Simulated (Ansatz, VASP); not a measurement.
**Two plane-wave programs on CdSi2**

The input INCAR:

```
PREC = Accurate
ENCUT = 600
EDIFF = 1E-7
ISMEAR = 0
SIGMA = 0.1
LREAL = F
LASPH = T
NELM = 80
ALGO = Normal
ISIF = 3
LWAVE = F
LCHARG = F
GGA = PE
IBRION = 2
NSW = 90
EDIFFG = -0.04
```

Contents of KPOINTS:

```
regular mesh
0
Gamma
  4 4 4
```

File POSCAR:

```
CdSi2
1.0
   -2.9805377500      2.9805377500      2.6229270600
    2.9805377500     -2.9805377500      2.6229270600
    2.9805377500      2.9805377500     -2.6229270600
Cd Si
2 4
Direct
    0.2500000000      0.2500000000      0.0000000000
    0.7500000000      0.7500000000      0.0000000000
    0.6579999900      0.1579999900      0.8159999800
    0.1579999900      0.3420000100      0.5000000000
    0.3420000100      0.8420000100      0.1840000200
    0.8420000100      0.6579999900      0.5000000000
```

Input for Ansatz:

```yaml
crystal:
  lattice:
    - [-2.98053775, 2.98053775, 2.62292706]
    - [2.98053775, -2.98053775, 2.62292706]
    - [2.98053775, 2.98053775, -2.62292706]
  atoms:
    - { symbol: Cd, position: [0.25, 0.25, 0.0] }
    - { symbol: Cd, position: [0.75, 0.75, 0.0] }
    - { symbol: Si, position: [0.65799999, 0.15799999, 0.81599998] }
    - { symbol: Si, position: [0.15799999, 0.34200001, 0.5] }
    - { symbol: Si, position: [0.34200001, 0.84200001, 0.18400002] }
    - { symbol: Si, position: [0.84200001, 0.65799999, 0.5] }
basis:
  ecutwfc: 420
kpoints:
  mp_grid: { grid: [4, 4, 4] }
hamiltonian:
  xc: pbe
scf:
  occupations: { method: gaussian, width: 0.1 }
  lower_state_search: "off"
output:
  forces: true
  stress: true
  eigenvalues: true
relax:
  adjacent_minimum: "off"
  f_tol: 0.04
  max_steps: 70
  cell: { stress_tol: 0.4 }
```

Change from the starting cell: species swapped into the RhPb2 type (I4/mcm, No. 140).

Alike in both runs: task relaxation of cell and atoms; functional PBE; k mesh 4 × 4 × 4; occupations gaussian, width 0.1 eV; no spin polarisation.

|  | VASP | Ansatz |
| --- | --- | --- |
| version | VASP 6.6.1 | Ansatz 0.2.0 |
| potentials or method | VASP PAW PBE potentials, release 64 (Cd, Si), cutoff 600 eV | scalar-relativistic, plane waves, PAW |
| valence electrons in the cell | 40 | 56 |

```tsv
	VASP	Ansatz	Ansatz less VASP
gap on the k mesh at the Fermi level, each at its own relaxed structure (eV)	none	none	-
relaxed volume (Å³/atom)	19.66	19.55	-0.111
relaxed cell length with the largest relative difference (Å)	5.352	5.342	-0.0101
```

A gap of «none» marks a metal or a gap that the smearing closes. VASP's potentials hold 40 valence electrons a cell and Ansatz's 56, so a difference there can come from the potentials and not from the codes.

The k mesh is coarse, so the values compare programs but aren't converged. Noted on VASP's run: the volume moved by over 15 % at a fixed basis, so the end points are rough.
